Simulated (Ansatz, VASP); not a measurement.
One calculation of In2BiSb, two programs

```
Sb In Bi
1.0
     4.71290    0.00000    0.00000
     0.00000    4.71290    0.00000
     0.00000    0.00000    6.64201
Sb In Bi
1 2 1
Cartesian
  0.0000 0.0000 0.0000
  0.0000 2.3565 5.0254
  2.3565 0.0000 1.6166
  2.3565 2.3565 3.3210
```

Alike in both runs: task single point; functional PBE; k mesh 4 × 4 × 4; occupations fermi-dirac, width 0.02 eV; no spin polarisation.

|  | VASP | Ansatz |
| --- | --- | --- |
| version | VASP 6.6.1 | Ansatz 0.2.0 |
| potentials or method | VASP PAW PBE potentials, release 64 (Sb, In_d, Bi_d) | plane waves |
| plane-wave cutoff (eV) | 520 | 420 |
| valence electrons in the cell | 46 | 56 |

Ansatz gave:

| Property | Result |
| --- | --- |
| pressure (GPa) | 1.6 |
| rms of the force components (eV/Å) | 0.008 |

Q: Estimate VASP's values.

A: Pressure (GPa): 1.5; rms of the force components (eV/Å): 0.009.

VASP's potentials hold 46 valence electrons a cell and Ansatz's 56, so a difference there can come from the potentials and not from the codes.

Spin-orbit coupling is off throughout.
